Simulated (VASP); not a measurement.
# AlCo (P-6m2) in VASP: further runs, part 2 of 2

VASP 6.6.1. The steps go on from the part before.

## Step 4: Relaxation of cell and atoms, PBE, collinear spin, ferromagnetic start

This run uses another cell than the first one, of 12.33 Å³/atom.

File INCAR:

```
SYSTEM = AlCo
  ALGO = Fast
  EDIFF = 1E-6
  EDIFFG = -0.01
  ENCUT = 600
  GGA = PE
  IBRION = 2
  ISIF = 3
  ISMEAR = 0
  ISPIN = 2
  LASPH = .TRUE.
  LCHARG = .FALSE.
  LMAXMIX = 4
  LORBIT = 11
  LREAL = .FALSE.
  LWAVE = .FALSE.
  MAGMOM = 0 0.92
  NELM = 150
  NSW = 100
  PREC = Accurate
  SIGMA = 0.1
```

File KPOINTS:

```
k-points
0
G
  24 24 14
  0 0 0
```

File POSCAR:

```
AlCo
1.0
    2.7322326872      0.0000000000      0.0000000000
   -1.3661163436      2.3661829162      0.0000000000
    0.0000000000      0.0000000000      3.8154033937
Al Co
1 1
Direct
    0.0000000000      0.0000000000      0.5000000000
    0.6666666667      0.3333333333      0.0000000000
```

Potentials or basis: VASP PAW PBE potentials, release 64 (Al, Co).

Run with:

```console
$ cat potpaw_PBE.64/Al/POTCAR potpaw_PBE.64/Co/POTCAR > POTCAR
$ mpirun -np 1 vasp_std > vasp.out
```

OUTCAR:

```text
SYSTEM = AlCo
   EDIFF = 1E-6
   EDIFFG = -0.01
   ENCUT = 600
   GGA = PE
   IBRION = 2
   ISIF = 3
   ISMEAR = 0
   ISPIN = 2
   LASPH = .TRUE.
   LORBIT = 11
   LREAL = .FALSE.
   NELM = 150
   NSW = 100
   PREC = Accurate

 ion  position               nearest neighbor table
   1  0.000  0.000  0.500-   2 2.48   2 2.48   2 2.48   2 2.48   2 2.48   2 2.48
   2  0.667  0.333  0.000-   1 2.48   1 2.48   1 2.48   1 2.48   1 2.48   1 2.48

  LATTYP: Found a hexagonal cell.
 ALAT       =     2.7322326872
 C/A-ratio  =     1.3964416031

  Lattice vectors:

 A1 = (   2.7322326872,   0.0000000000,   0.0000000000)
 A2 = (  -1.3661163436,   2.3661829162,   0.0000000000)
 A3 = (   0.0000000000,   0.0000000000,   3.8154033937)

Analysis of symmetry for initial positions (statically):
=====================================================================
 Subroutine PRICEL returns:
 Original cell was already a primitive cell.

 Routine SETGRP: Setting up the symmetry group for a
 hexagonal supercell.

 Subroutine GETGRP returns: Found 12 space group operations
 (whereof 12 operations were pure point group operations)
 out of a pool of 24 trial point group operations.

The static configuration has the point symmetry D_3h.

Analysis of symmetry for dynamics (positions and initial velocities):
=====================================================================
 Subroutine PRICEL returns:
 Original cell was already a primitive cell.

 Routine SETGRP: Setting up the symmetry group for a
[... 321 lines left out ...]
  free energy    TOTEN  =       -11.45456231 eV

  energy without entropy =      -11.44833564  energy(sigma->0) =      -11.45144898

 E-fermi :   9.5816     XC(G=0): -11.9687

 val. band max:        9.5793034161   @ k =   0.2917  -0.0000   0.5000
 cond. band min:       9.5816762300   @ k =   0.3750   0.0417   0.2857
 fundamental gap:      0.0023728138
 Fermi energy:         9.5816309975

 spin component 1

 k-point     1 :       0.0000    0.0000    0.0000
  band No.  band energies     occupation
      1      -1.0294      1.00000
      2       6.2468      1.00000
      3       7.8298      1.00000
      4       7.8299      1.00000
      5       8.6074      1.00000
      6       8.7829      1.00000
      7       8.7829      1.00000
      8      13.3581      0.00000
      9      22.7263      0.00000
     10      22.7263      0.00000
[... 287 lines left out ...]
 k-point    24 :       0.4583    0.0417    0.0000
  band No.  band energies     occupation
      1       4.2349      1.00000
      2       5.7311      1.00000
      3       6.7566      1.00000
      4       6.8165      1.00000
      5       8.4241      1.00000
      6       9.1701      1.00000
      7      10.5687      0.00000
      8      14.7572      0.00000
      9      16.0170      0.00000
     10      17.3477      0.00000

 [... further k-points ...]

 spin component 2

 k-point     1 :       0.0000    0.0000    0.0000
  band No.  band energies     occupation
      1      -1.0546      1.00000
      2       6.6293      1.00000
      3       8.5471      1.00000
      4       8.7142      1.00000
      5       8.7142      1.00000
      6       9.3001      0.99997
      7       9.3001      0.99997
      8      13.6813      0.00000
      9      22.7143      0.00000
     10      22.7143      0.00000
[... 328 lines left out ...]
  FREE ENERGIE OF THE ION-ELECTRON SYSTEM (eV)
  ---------------------------------------------------
  free  energy   TOTEN  =       -11.4545623103 eV

  energy  without entropy=      -11.4483356406  energy(sigma->0) =      -11.45144898

 reached required accuracy - stopping structural energy minimisation

 total charge

# of ion       s       p       d       tot
------------------------------------------
    1        0.419   0.421   0.000   0.839
    2        0.429   0.476   7.408   8.313
--------------------------------------------------
tot          0.848   0.896   7.408   9.152

 magnetization (x)

# of ion       s       p       d       tot
------------------------------------------
    1       -0.003  -0.009   0.000  -0.012
    2       -0.002  -0.007   0.710   0.701
--------------------------------------------------
tot         -0.005  -0.016   0.710   0.689
```

OSZICAR:

```text
N       E                     dE             d eps       ncg     rms          rms(c)
DAV:   1     0.341892693322E+02    0.34189E+02   -0.58612E+03 19520   0.138E+03
[... 39 lines left out ...]
   4 F= -.11454564E+02 E0= -.11451455E+02  d E =-.179589E-03  mag=     0.6485
       N       E                     dE             d eps       ncg     rms          rms(c)
DAV:   1    -0.114546122834E+02   -0.47599E-04   -0.11351E-03 22512   0.456E-01    0.574E-02
RMM:   2    -0.114546508693E+02   -0.38586E-04   -0.43029E-04 19520   0.309E-01    0.771E-02
RMM:   3    -0.114545654650E+02    0.85404E-04   -0.15496E-04 19520   0.225E-01    0.157E-02
RMM:   4    -0.114545623564E+02    0.31086E-05   -0.72826E-06 18585   0.292E-02    0.441E-03
RMM:   5    -0.114545623103E+02    0.46029E-07   -0.11142E-06 12318   0.154E-02
   5 F= -.11454562E+02 E0= -.11451449E+02  d E =-.178104E-03  mag=     0.6485
```

CONTCAR:

```text
AlCo
   1.00000000000000
     2.7373706483279241    0.0000000000000000    0.0000000000000000
    -1.3686853241639620    2.3706325210606343   -0.0000000000000000
     0.0000000000000000    0.0000000000000000    3.7892034320962251
  Al              Co
     1     1
Direct
     0.0000000000000000    0.0000000000000000    0.5000000000000000
     0.6666666667000030    0.3333333332999970    0.0000000000000000

  0.00000000E+00  0.00000000E+00  0.00000000E+00
  0.00000000E+00  0.00000000E+00  0.00000000E+00
```

Wall time 14 min (1 thread of Oxide Virtual Turin-like, shared host); peak memory 0.36 GiB.

What came out:

```yaml
Free_energy: -11.4546 eV
Relaxed_volume: 12.29 Å³/atom
Relaxed_cell: a = 2.737 Å, b = 2.737 Å, c = 3.789 Å, α = 90.00°, β = 90.00°, γ = 120.00°
Space_group_after_relaxing_to_0.1_Å: P-6m2 (No. 187)
Energy_gained_by_relaxing: 0.4 meV/atom
Ionic_steps: 5
Pressure_after_relaxing: 0.0 GPa
Net_moment: 0.65 μB per cell
Site_moments: Al -0.01; Co +0.70 μB
Valence_electrons_inside_the_program's_atomic_spheres: Al 0.84; Co 8.31
```

Stress tensor (GPa, compression positive):
```
0.02 0.00 0.00
0.00 0.02 0.00
0.00 0.00 0.10
```

The path:
| step | energy change (eV) | largest force (eV/Å) | pressure (GPa) | volume (Å³) |
| --- | --- | --- | --- | --- |
| 1 | 0.0000 | 0.0000 | -0.71 | 24.67 |
| 2 | -0.0006 | 0.0000 | 0.69 | 24.47 |
| 3 | -0.0007 | 0.0000 | 0.37 | 24.52 |
| 4 | -0.0009 | 0.0000 | 0.15 | 24.58 |
| 5 | -0.0009 | 0.0000 | 0.05 | 24.59 |

Final structure:
```
Al Co
1.0
     2.73737    0.00000    0.00000
    -1.36869    2.37063    0.00000
     0.00000    0.00000    3.78920
Al Co
1 1
Direct
  0.00000 0.00000 0.50000
  0.66667 0.33333 0.00000
```

Levels at points of the mesh, in eV from the Fermi level:
Spin up:
```csv
k point,band 3,band 4,band 5,band 6,band 7,band 8,band 9,band 10
"(0.00, 0.00, 0.00)",-1.75,-1.75,-0.97,-0.80,-0.80,3.78,13.14,13.14
"(0.50, 0.00, 0.00)",-2.84,-2.78,-1.13,-0.41,0.97,5.18,6.67,7.89
"(0.00, 0.00, 0.50)",-1.90,-1.74,-1.74,-0.90,-0.90,10.83,14.46,14.46
"(0.50, 0.00, 0.50)",-2.84,-1.41,-1.30,-0.69,-0.41,2.14,3.20,10.33
```
Spin down:
```
           k point  band 4  band 5  band 6  band 7  band 8  band 9
(0.00, 0.00, 0.00)   -0.87   -0.87   -0.28   -0.28    4.10   13.13
(0.50, 0.00, 0.00)   -2.17   -0.64    0.59    1.65    5.15    6.70
(0.00, 0.00, 0.50)   -0.85   -0.85   -0.39   -0.39   10.77   14.44
(0.50, 0.00, 0.50)   -0.83   -0.80   -0.69    0.59    2.45    3.65
```

## Step 5: Overview

| task | cell | k mesh | cutoff (eV) | gap on the mesh (eV) | pressure (GPa) | moment (μB) | relaxed volume (Å³/atom) |
| --- | --- | --- | --- | --- | --- | --- | --- |
| relaxation of cell and atoms | relaxed from a = 2.703, b = 2.703, c = 4.105 Å, angles 90.0, 90.0, 120.0°, 2 atoms | 6 × 6 × 4 | 600 | none | 0.0 | 0.44 | 12.31 |
| single point | a = 2.735, b = 2.735, c = 3.796 Å, angles 90.0, 90.0, 120.0°, 2 atoms | 24 × 24 × 14 | 520 | none | 0.0 | 0.65 | - |
| relaxation of cell and atoms | relaxed from a = 2.732, b = 2.732, c = 3.815 Å, angles 90.0, 90.0, 120.0°, 2 atoms | 24 × 24 × 14 | 600 | none | 0.0 | 0.65 | 12.29 |

Alike in all rows: level PBE; potentials or basis VASP PAW PBE potentials, release 64 (Al, Co); spin collinear, ferromagnetic start; smearing gaussian 0.1 eV.

Caveats: some runs use coarse meshes.

Absolute energies hang on the potentials; compare differences alone.
